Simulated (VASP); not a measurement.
Write the native input for VASP 6.6.1 that does the following.

* Task: relaxation of cell and atoms
* Functional: PBEsol-based global hybrid
* Potentials or basis: VASP PAW PBE potentials, release 64 (Nb_sv, Te)
* Cutoff: 600 eV
* k mesh: 4 × 4 × 4
* Occupations: fermi-dirac, width 0.05 eV
* Spin: no spin polarisation
* Dipole correction: no
* Grid for exact exchange (PRECFOCK): Normal
* Share of exact exchange: 0.25
* Further INCAR settings: ALGO = Normal; EDIFF = 1e-07; IBRION = 2; EDIFFG = -0.01; NSW = 60; ISIF = 3

NbTe:

```
CELL_PARAMETERS angstrom
3.42570 0.00000 0.00000
0.00000 3.42570 0.00000
0.00000 0.00000 3.42570
ATOMIC_POSITIONS crystal
Nb 0.50000 0.50000 0.50000
Te 0.00000 0.00000 0.00000
```

One way to write it, as run:

POSCAR

```
NbTe
1.0
    3.4257000000      0.0000000000      0.0000000000
    0.0000000000      3.4257000000      0.0000000000
    0.0000000000      0.0000000000      3.4257000000
Nb Te
1 1
Direct
    0.5000000000      0.5000000000      0.5000000000
    0.0000000000      0.0000000000      0.0000000000
```

INCAR.step1

```
PREC = Accurate
ENCUT = 600
EDIFF = 1E-5
ISMEAR = -1
SIGMA = 0.05
LREAL = False
LASPH = True
NELM = 80
ALGO = Normal
LWAVE = True
LCHARG = False
GGA = PE
NBANDS = 16
```

INCAR.step2

```
PREC = Accurate
ENCUT = 600
EDIFF = 1E-7
ISMEAR = -1
SIGMA = 0.05
LREAL = False
LASPH = True
NELM = 80
ALGO = Normal
ISIF = 3
LWAVE = False
LCHARG = False
GGA = PS
LHFCALC = True
AEXX = 0.25
PRECFOCK = Normal
IBRION = 2
NSW = 60
EDIFFG = -0.01
ISTART = 1
```

KPOINTS

```
regular mesh
0
Gamma
  4 4 4
```

Potentials or basis: VASP PAW PBE potentials, release 64 (Nb_sv, Te).

The run is started by

```sh
$ cat potpaw_PBE.64/Nb_sv/POTCAR potpaw_PBE.64/Te/POTCAR > POTCAR
$ cp INCAR.step1 INCAR
$ mpirun -np 1 vasp_std > vasp.out
$ cp INCAR.step2 INCAR
$ mpirun -np 1 vasp_std > vasp.out
```

It gave:

```yaml
Relaxed_volume: 18.89 Å³/atom
Relaxed_cell: a = 3.355 Å, b = 3.355 Å, c = 3.355 Å, α = 90.00°, β = 90.00°, γ = 90.00°
Space_group_after_relaxing_to_0.05_Å: Pm-3m (No. 221)
Energy_gained_by_relaxing: 31.0 meV/atom
Ionic_steps: 4
Pressure_after_relaxing: -0.1 GPa
```

Caveat: the k points lie up to 0.47 Å⁻¹ apart in the final cell; the PAW data sets were made with another functional, which shifts forces and pressure a little.

It took 67 min on 1 thread of AMD EPYC 7R13 Processor (Zen 3) (shared host), peak memory 0.16 GiB.
